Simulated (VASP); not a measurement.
# C (P6_3/mmc) in VASP: notebook

C is run at these levels: BLYP; tasks: single point, relaxation of cell and atoms.

Program: VASP 6.6.1. These are calculated values, not measurements. Logs are shortened: lines on timing, memory, paths and dates and some standing lists are left out, and cuts for length are marked.

## Step 1: The cell of the first run

It takes space group P6_3/mmc (No. 194, hexagonal). The conventional cell has a = 1.874 Å, b = 1.874 Å, c = 9.270 Å, α = 90.00°, β = 90.00°, γ = 120.00°. C (site symmetry -6m2) has 6 C at 1.87 Å within 2.5 Å.

## Step 2: Single point, BLYP (volume scaled by 1.12)

Contents of INCAR:

```
  PREC = Accurate
  ENCUT = 520
  EDIFF = 1E-6
  ISMEAR = -1
  SIGMA = 0.1
  LREAL = False
  LASPH = True
  NELM = 100
  ALGO = Normal
  ISIF = 2
  LWAVE = False
  LCHARG = True
  GGA = B5
  ALDAX = 1.0
  AGGAX = 1.0
  AGGAC = 1.0
  ALDAC = 0.0
  LELF = True
  LVHAR = True
  NBANDS = 11
```

Contents of KPOINTS:

```
Automatic mesh
0
Gamma
  22 22 4
```

Contents of POSCAR:

```
C
1.0
    1.8738063856      0.0000000000      0.0000000000
   -0.9369031928      1.6227639317      0.0000000000
    0.0000000000      0.0000000000      9.2697547706
C
2
Direct
    0.3333333333      0.6666666667      0.2500000000
    0.6666666667      0.3333333333      0.7500000000
```

Potentials or basis: VASP PAW PBE potentials, release 64 (C).

The run is started by

```console
$ cat potpaw_PBE.64/C/POTCAR > POTCAR
$ mpirun -np 1 vasp_std > vasp.out
```

OUTCAR:

```text
PREC = Accurate
   ENCUT = 520
   EDIFF = 1E-6
   ISMEAR = -1
   LREAL = False
   LASPH = True
   NELM = 100
   ISIF = 2
   GGA = B5

 ion  position               nearest neighbor table
   1  0.333  0.667  0.250-
   2  0.667  0.333  0.750-

  LATTYP: Found a hexagonal cell.
 ALAT       =     1.8738063856
 C/A-ratio  =     4.9470184550

  Lattice vectors:

 A1 = (   1.8738063856,   0.0000000000,   0.0000000000)
 A2 = (  -0.9369031928,   1.6227639317,   0.0000000000)
 A3 = (   0.0000000000,   0.0000000000,   9.2697547706)

Analysis of symmetry for initial positions (statically):
=====================================================================
 Subroutine PRICEL returns:
 Original cell was already a primitive cell.

 Routine SETGRP: Setting up the symmetry group for a
 hexagonal supercell.

 Subroutine GETGRP returns: Found 24 space group operations
 (whereof 12 operations were pure point group operations)
 out of a pool of 24 trial point group operations.

The static configuration has the point symmetry D_3d.
 The point group associated with its full space group is D_6h.

Analysis of symmetry for dynamics (positions and initial velocities):
=====================================================================
 Subroutine PRICEL returns:
 Original cell was already a primitive cell.

 Routine SETGRP: Setting up the symmetry group for a
 hexagonal supercell.

 Subroutine GETGRP returns: Found 24 space group operations
 (whereof 12 operations were pure point group operations)
 out of a pool of 24 trial point group operations.

The dynamic configuration has the point symmetry D_3d.
 The point group associated with its full space group is D_6h.

 Subroutine INISYM returns: Found 24 space group operations
 (whereof 12 operations are pure point group operations),
 and found     1 'primitive' translations

----------------------------------------------------------------------------------------

                                     Primitive cell

  volume of cell :      28.1870

  direct lattice vectors                    reciprocal lattice vectors
     1.873806386  0.000000000  0.000000000     0.533673067  0.308116289  0.000000000
    -0.936903193  1.622763932  0.000000000     0.000000000  0.616232577  0.000000000
     0.000000000  0.000000000  9.269754771     0.000000000  0.000000000  0.107877719

  length of vectors
     1.873806386  1.873806386  9.269754771     0.616232577  0.616232577  0.107877719

  position of ions in fractional coordinates (direct lattice)
     0.333333333  0.666666667  0.250000000
     0.666666667  0.333333333  0.750000000

  ion indices of the primitive-cell ions
   primitive index   ion index
                 1           1
                 2           2

----------------------------------------------------------------------------------------

 KPOINTS: Automatic mesh

Automatic generation of k-mesh.
 Grid dimensions read from file:
 generate k-points for:   22   22    4

 Generating k-lattice:

  Cartesian coordinates                     Fractional coordinates (reciprocal lattice)
     0.024257867  0.014005286  0.000000000     0.045454545  0.000000000  0.000000000
     0.000000000  0.028010572  0.000000000     0.000000000  0.045454545  0.000000000
     0.000000000  0.000000000  0.026969430     0.000000000  0.000000000  0.250000000

  Length of vectors
     0.028010572  0.028010572  0.026969430

  Shift w.r.t. Gamma in fractional coordinates (k-lattice)
     0.000000000  0.000000000  0.000000000

 Subroutine IBZKPT returns following result:
 ===========================================

 Found    156 irreducible k-points:

 Following reciprocal coordinates:
            Coordinates               Weight
  0.000000  0.000000  0.000000      1.000000
  0.045455  0.000000  0.000000      6.000000
  0.090909  0.000000  0.000000      6.000000
  0.136364  0.000000  0.000000      6.000000
  0.181818  0.000000  0.000000      6.000000
  0.227273  0.000000  0.000000      6.000000
[... 16 lines left out ...]
  0.090909  0.090909  0.000000      6.000000
  0.136364  0.090909  0.000000     12.000000
 [... further k-points ...]
   k-points           NKPTS =    156   k-points in BZ     NKDIM =    156   number of bands    NBANDS=     11
   number of dos      NEDOS =    301   number of ions     NIONS =      2
   total plane-waves  NPLWV =  13720
   dimension x,y,z NGX =    14 NGY =   14 NGZ =   70
   dimension x,y,z NGXF=    28 NGYF=   28 NGZF=  140
   ions per type =               2
   NGX,Y,Z   is equivalent  to a cutoff of  12.42, 12.42, 12.55 a.u.
   NGXF,Y,Z  is equivalent  to a cutoff of  24.84, 24.84, 25.11 a.u.
 SYSTEM =  unknown system
   PREC   = accura    normal or accurate (medium, high low for compatibility)
   ISTART =      0    job   : 0-new  1-cont  2-samecut
   ICHARG =      2    charge: 1-file 2-atom 10-const
   ISPIN  =      1    spin polarized calculation?
   LNONCOLLINEAR =      F non collinear calculations
[... 37 lines left out ...]
  volume of cell :       28.19
 maximum number of plane-waves:       784
 NGX is ok and might be reduce to    14
   NGX =  7   NGY =  7   NGZ = 35

 number of electron       8.0000000 magnetization

 Free energy of the ion-electron system (eV)
  ---------------------------------------------------
  ext. energy  EPLUGINS =         0.00000000
  ---------------------------------------------------
  free energy    TOTEN  =        -8.99434952 eV

  energy without entropy =       -8.96012548  energy(sigma->0) =       -8.97723750

 E-fermi :   1.4954     XC(G=0):  -7.8084

 val. band max:        1.4656551759   @ k =   0.2727   0.1364   0.2500
 cond. band min:       1.4958666210   @ k =   0.2727   0.1364   0.0000
 fundamental gap:      0.0302114451
 Fermi energy:         1.4953914353

 k-point     1 :       0.0000    0.0000    0.0000
  band No.  band energies     occupation
      1     -16.2461      2.00000
      2     -16.2284      2.00000
      3      -4.5966      2.00000
      4      -4.2684      2.00000
      5       5.3149      0.00000
      6       8.1560      0.00000
      7      11.1080      0.00000
      8      13.9274      0.00000
      9      13.9274      0.00000
     10      13.9297      0.00000
     11      13.9297      0.00000

 k-point     2 :       0.0455    0.0000    0.0000
  band No.  band energies     occupation
      1     -16.1546      2.00000
      2     -16.1369      2.00000
      3      -4.4940      2.00000
      4      -4.1674      2.00000
      5       5.4251      0.00000
      6       8.2624      0.00000
      7      11.1724      0.00000
      8      13.6461      0.00000
      9      13.7046      0.00000
     10      13.7963      0.00000
     11      13.7972      0.00000

 k-point     3 :       0.0909    0.0000    0.0000
  band No.  band energies     occupation
      1     -15.8802      2.00000
      2     -15.8629      2.00000
      3      -4.1873      2.00000
      4      -3.8656      2.00000
      5       5.7534      0.00000
      6       8.5804      0.00000
      7      11.2721      0.00000
      8      12.8265      0.00000
      9      13.1410      0.00000
     10      13.4226      0.00000
     11      13.4241      0.00000

 k-point     4 :       0.1364    0.0000    0.0000
  band No.  band energies     occupation
      1     -15.4237      2.00000
      2     -15.4069      2.00000
      3      -3.6804      2.00000
      4      -3.3669      2.00000
      5       6.2887      0.00000
      6       9.1064      0.00000
      7      10.8475      0.00000
      8      11.5570      0.00000
      9      12.8485      0.00000
     10      12.8702      0.00000
     11      12.8718      0.00000
[... 239 lines left out ...]
 k-point    22 :       0.4545    0.0455    0.0000
  band No.  band energies     occupation
      1      -6.9343      2.00000
      2      -6.9292      2.00000
      3      -3.3834      2.00000
      4      -3.3762      2.00000
      5       3.7526      0.00000
      6       3.8080      0.00000
      7       8.7598      0.00000
      8       8.7606      0.00000
      9      14.9417      0.00000
     10      15.6536      0.00000
     11      18.0852      0.00000

 k-point    23 :       0.0909    0.0909    0.0000
  band No.  band energies     occupation
      1     -15.1501      2.00000
      2     -15.1337      2.00000
      3      -3.3787      2.00000
      4      -3.0703      2.00000
      5       6.6022      0.00000
      6       9.4195      0.00000
      7      10.5453      0.00000
      8      11.1713      0.00000
      9      12.1813      0.00000
     10      12.1824      0.00000
     11      13.0866      0.00000

 k-point    24 :       0.1364    0.0909    0.0000
  band No.  band energies     occupation
      1     -14.5134      2.00000
      2     -14.4976      2.00000
      3      -2.6833      2.00000
      4      -2.3874      2.00000
      5       7.2534      0.00000
      6       9.3620      0.00000
      7       9.9270      0.00000
      8      10.1405      0.00000
      9      11.2255      0.00000
     10      11.2445      0.00000
     11      13.6901      0.00000

 [... further k-points ...]

------------------------ aborting loop because EDIFF is reached ----------------------------------------

  FORCE on cell =-STRESS in cart. coord.  units (eV):
  Direction    XX          YY          ZZ          XY          YZ          ZX
  --------------------------------------------------------------------------------------
  -------------------------------------------------------------------------------------
  Total       -1.1698090     -1.1698090      0.0337041      0.0000000      0.0000000      0.0000000
  in kB      -66.4931974    -66.4931974      1.9157786      0.0000000      0.0000000      0.0000000
  external PRESSURE =     -43.6902054 kB  Pullay stress =       0.0000000 kB

 VOLUME and BASIS-vectors are now :
 -----------------------------------------------------------------------------
  energy-cutoff  :      520.00
  volume of cell :       28.19
      direct lattice vectors                 reciprocal lattice vectors
     1.873806386  0.000000000  0.000000000     0.533673067  0.308116289  0.000000000
    -0.936903193  1.622763932  0.000000000     0.000000000  0.616232577  0.000000000
     0.000000000  0.000000000  9.269754771     0.000000000  0.000000000  0.107877719

 POSITION                                       TOTAL-FORCE (eV/Angst)
 -----------------------------------------------------------------------------------
     -0.00000      1.08184      2.31744        -0.000000      0.000000      0.000000
      0.93690      0.54092      6.95232         0.000000     -0.000000      0.000000
 -----------------------------------------------------------------------------------
    total drift:                                0.000000     -0.000000      0.000000

  FREE ENERGIE OF THE ION-ELECTRON SYSTEM (eV)
  ---------------------------------------------------
  free  energy   TOTEN  =        -8.9943495178 eV

  energy  without entropy=       -8.9601254767  energy(sigma->0) =       -8.97723750
```

Wall time 15 s (1 thread of Intel Xeon 6975P-C (Granite Rapids), shared host); peak memory 0.15 GiB.

Results:

```
Free energy            : -8.9943 eV
Pressure               : -4.4 GPa
Band gap on the k mesh : zero (band 4 reaches 2.40 eV, above the bottom of band 5 at -0.09 eV)
```

Stress tensor (GPa, compression positive):
```
-6.65  0.00  0.00
 0.00 -6.65  0.00
 0.00  0.00  0.19
```

Caveat: the cell differs from its parent crystal (volume scaled by 1.12); the PAW data sets were made with another functional, which shifts forces and pressure a little; this functional lacks dispersion, which binds the layers, so the pressure and a relaxed spacing across them are unreliable.

## Step 3: Single point, BLYP (volume scaled by 0.92)

Contents of INCAR:

```
AGGAC    = 1.0          
AGGAX    = 1.0          
ALDAC    = 0.0          
ALDAX    = 1.0          
ALGO     = Normal         # electronic algorithm
EDIFF    = 1E-6           # SCF threshold, eV
ENCUT    = 600            # plane-wave cutoff, eV
GGA      = B5             # functional
GGA_COMPAT= False        
ISIF     = 2              # what is computed and relaxed
ISMEAR   = -1             # smearing method
LASPH    = True           # aspherical terms in the spheres
LCHARG   = False          # write CHGCAR
LREAL    = False          # projectors in reciprocal space
LWAVE    = False          # write WAVECAR
NBANDS   = 11             # bands
NELM     = 120            # most SCF steps
PREC     = Accurate       # precision mode
SIGMA    = 0.1            # smearing width, eV
```

Contents of KPOINTS:

```
k-points
0
Gamma
  22 22 4
```

Contents of POSCAR:

```
C
1.0
    1.7548822563      0.0000000000      0.0000000000
   -0.8774411281      1.5197726146      0.0000000000
    0.0000000000      0.0000000000      8.6814349086
C
2
Direct
    0.3333333333      0.6666666667      0.2500000000
    0.6666666667      0.3333333333      0.7500000000
```

Potentials or basis: VASP PAW PBE potentials, release 64 (C).

The run is started by

```console
$ cat potpaw_PBE.64/C/POTCAR > POTCAR
$ mpirun -np 1 vasp_std > vasp.out
```

Run time: 33 s. Hardware: 1 thread of Intel Xeon 6975P-C, shared host; peak memory 0.16 GiB.

Results (log left out):

| Item | Value |
| --- | --- |
| Free energy | -9.0366 eV |
| Pressure | 2.5 GPa |
| Band gap on the k mesh | zero (band 4 reaches 3.96 eV, above the bottom of band 5 at 3.14 eV) |

Stress tensor (GPa, compression positive):
```
3.68 0.00 0.00
0.00 3.68 0.00
0.00 0.00 0.23
```

Levels at points of the mesh, in eV from the Fermi level:
| k point | band 1 | band 2 | band 3 | band 4 | band 5 | band 6 | band 7 | band 8 | band 9 |
| --- | --- | --- | --- | --- | --- | --- | --- | --- | --- |
| (0.00, 0.00, 0.00) | -20.31 | -20.28 | -8.07 | -7.63 | 2.80 | 6.21 | 9.54 | 14.81 | 14.81 |
| (0.50, 0.00, 0.00) | -10.36 | -10.35 | -5.11 | -5.10 | 2.20 | 2.26 | 8.84 | 8.84 | 13.44 |
| (0.00, 0.00, 0.50) | -20.30 | -20.30 | -7.86 | -7.86 | 4.05 | 4.05 | 12.91 | 12.91 | 14.81 |
| (0.50, 0.00, 0.50) | -10.35 | -10.35 | -5.11 | -5.11 | 2.23 | 2.23 | 8.84 | 8.84 | 13.72 |

Caveat: the cell differs from its parent crystal (volume scaled by 0.92); the PAW data sets were made with another functional, which shifts forces and pressure a little; this functional lacks dispersion, which binds the layers, so the pressure and a relaxed spacing across them are unreliable.

## Step 4: Single point, BLYP

This run uses another cell than the first one, of 12.58 Å³/atom, 0.893 times its volume.

Contents of INCAR:

```
SYSTEM = C
PREC = Accurate ; ENCUT = 600
EDIFF = 1E-6 ; ISMEAR = -1
SIGMA = 0.1 ; LREAL = .False.
LASPH = .True. ; NELM = 120
ALGO = Normal ; ISIF = 2
LWAVE = .False. ; LCHARG = .False.
GGA = B5 ; ALDAX = 1.0
AGGAX = 1.0 ; AGGAC = 1.0
ALDAC = 0.0 ; NBANDS = 11
GGA_COMPAT = .False.
```

Contents of KPOINTS:

```
Automatic mesh
0
Gamma
  17 17 9
  0 0 0
```

Contents of POSCAR:

```
C
1.0
    1.8043413712      0.0000000000      0.0000000000
   -0.9021706856      1.5626054646      0.0000000000
    0.0000000000      0.0000000000      8.9261100627
C
2
Direct
    0.3333333333      0.6666666667      0.2500000000
    0.6666666667      0.3333333333      0.7500000000
```

The run is started by

```console
$ cat potpaw_PBE.64/C/POTCAR > POTCAR
$ mpirun -np 1 vasp_std > vasp.out
```

Run time: 40 s. Hardware: 1 thread of Intel Xeon 6975P-C, shared host; peak memory 0.16 GiB.

It converged, with:

- Free energy: -9.0690 eV
- Pressure: -0.1 GPa
- Band gap on the k mesh: zero (band 4 reaches 3.65 eV, above the bottom of band 5 at 1.90 eV)

Stress tensor (GPa, compression positive):
```
-0.26  0.00  0.00
 0.00 -0.26  0.00
 0.00  0.00  0.19
```

Levels at points of the mesh, in eV from the Fermi level:
```tsv
k point	band 2	band 3	band 4	band 5	band 6	band 7
(0.00, 0.00, 0.00)	-19.00	-7.03	-6.64	3.43	6.58	9.75
```

Caveat: the PAW data sets were made with another functional, which shifts forces and pressure a little; this functional lacks dispersion, which binds the layers, so the pressure and a relaxed spacing across them are unreliable.

## Step 5: Relaxation of cell and atoms, BLYP

This run uses another cell than the first one, of 6.62 Å³/atom, 0.469 times its volume.

Contents of INCAR:

```
SYSTEM = C
AGGAC = 1.0
AGGAX = 1.0
ALDAC = 0.0
ALDAX = 1.0
ALGO = Normal
EDIFF = 1E-7
EDIFFG = -0.01
ENCUT = 600
GGA = B5
GGA_COMPAT = .FALSE.
IBRION = 2
ISIF = 3
ISMEAR = -1
LASPH = .TRUE.
LCHARG = .FALSE.
LREAL = .FALSE.
LWAVE = .FALSE.
NELM = 120
NELMIN = 4
NSW = 80
PREC = Accurate
SIGMA = 0.1
```

Contents of KPOINTS:

```
k-points
0
G
  17 17 9
  0 0 0
```

Contents of POSCAR:

```
C
1.0
    2.1071951087      0.0000000000      0.0000000000
   -1.0535975543      1.8248844949      0.0000000000
    0.0000000000      0.0000000000      3.4410496125
C
2
Direct
    0.3333333333      0.6666666667      0.2500000000
    0.6666666667      0.3333333333      0.7500000000
```

The run is started by

```console
$ cat potpaw_PBE.64/C/POTCAR > POTCAR
$ mpirun -np 1 vasp_std > vasp.out
```

It took 5.3 min on 1 thread of Intel Xeon 6975P-C, shared host; peak memory 0.13 GiB.

Results (log left out):

```yaml
Free_energy: -8.5181 eV
Relaxed_volume: 7.72 Å³/atom
Relaxed_cell: a = 1.811 Å, b = 1.811 Å, c = 5.439 Å, α = 90.00°, β = 90.00°, γ = 120.00°
Space_group_after_relaxing_to_0.05_Å: P6_3/mmc (No. 194)
Energy_gained_by_relaxing: 409.3 meV/atom
Ionic_steps: 28
Pressure_after_relaxing: 0.0 GPa
Band_gap_on_the_k_mesh: zero (band 4 reaches 8.83 eV, above the bottom of band 5 at 6.13 eV)
```

The path:
```tsv
step	energy change (eV)	largest force (eV/Å)	pressure (GPa)	volume (Å³)
1	0.0000	0.0000	28.08	13.23
2	-0.1964	0.0000	1.46	15.58
3	-0.1973	0.0000	-0.19	15.79
4	-0.1973	0.0000	0.22	15.74
5	-0.1977	0.0000	0.25	15.74
6	-0.1989	0.0000	0.39	15.72
7	-0.2057	0.0000	0.67	15.69
8	-0.2433	0.0000	1.13	15.60
9	-0.3403	0.0000	3.08	15.36
10	-0.4808	0.0000	9.12	14.62
11	-0.1603	0.0000	62.48	12.33
12	-0.5458	0.0000	11.27	14.34
13	-0.7060	0.0000	17.55	13.42
14	-0.6807	0.0000	21.96	13.10
15	-0.7006	0.0000	17.45	13.27
16	-0.6939	0.0000	18.96	13.18
17	-0.7082	0.0000	16.83	13.31
18	-0.7434	0.0000	12.51	13.70
19	-0.7907	0.0000	6.63	14.50
20	-0.8015	0.0000	-5.79	16.20
21	-0.8132	0.0000	1.66	15.34
22	-0.8141	0.0000	0.17	15.51
23	-0.8164	0.0000	-0.36	15.54
24	-0.8180	0.0000	-1.20	15.59
25	-0.8180	0.0000	-1.28	15.59
26	-0.8184	0.0000	-0.74	15.53
27	-0.8186	0.0000	0.28	15.41
28	-0.8187	0.0000	0.00	15.44
```

Final structure:
```cif
data_structure
_symmetry_space_group_name_H-M 'P 1'
_symmetry_Int_Tables_number 1
_cell_length_a 1.8106
_cell_length_b 1.8106
_cell_length_c 5.4388
_cell_angle_alpha 90.000
_cell_angle_beta 90.000
_cell_angle_gamma 120.000
_cell_volume 15.44
loop_
_atom_site_label
_atom_site_type_symbol
_atom_site_fract_x
_atom_site_fract_y
_atom_site_fract_z
_atom_site_occupancy
C1 C 0.33333 0.66667 0.25000 1
C2 C 0.66667 0.33333 0.75000 1
```

Levels at points of the mesh, in eV from the Fermi level:
```tsv
k point	band 2	band 3	band 4	band 5	band 6	band 7
(0.00, 0.00, 0.00)	-18.51	-9.08	-3.81	7.68	13.57	13.57
```

Caveat: the volume moved by over 15 % at a fixed basis, so the end points are rough; the PAW data sets were made with another functional, which shifts forces and pressure a little.

## Step 6: Overview

```tsv
task	cell	k mesh	cutoff (eV)	gap on the mesh (eV)	pressure (GPa)
single point	a = 1.874, b = 1.874, c = 9.270 Å, angles 90.0, 90.0, 120.0°, 2 atoms	22 × 22 × 4	520	none	-4.4
single point	a = 1.755, b = 1.755, c = 8.681 Å, angles 90.0, 90.0, 120.0°, 2 atoms	22 × 22 × 4	600	none	2.5
single point	a = 1.804, b = 1.804, c = 8.926 Å, angles 90.0, 90.0, 120.0°, 2 atoms	17 × 17 × 9	600	none	-0.1
relaxation of cell and atoms	relaxed from a = 2.107, b = 2.107, c = 3.441 Å, angles 90.0, 90.0, 120.0°, 2 atoms	17 × 17 × 9	600	none	0.0
```

Alike in all rows: level BLYP; potentials or basis VASP PAW PBE potentials, release 64 (C); no spin polarisation; smearing fermi-dirac 0.1 eV.

Caveats: the PAW data sets were made with another functional, which shifts forces and pressure a little; this functional lacks dispersion, which binds the layers, so the pressure and a relaxed spacing across them are unreliable (some runs); the volume moved by over 15 % at a fixed basis, so the end points are rough (some runs).

Absolute energies hang on the potentials; compare differences alone.
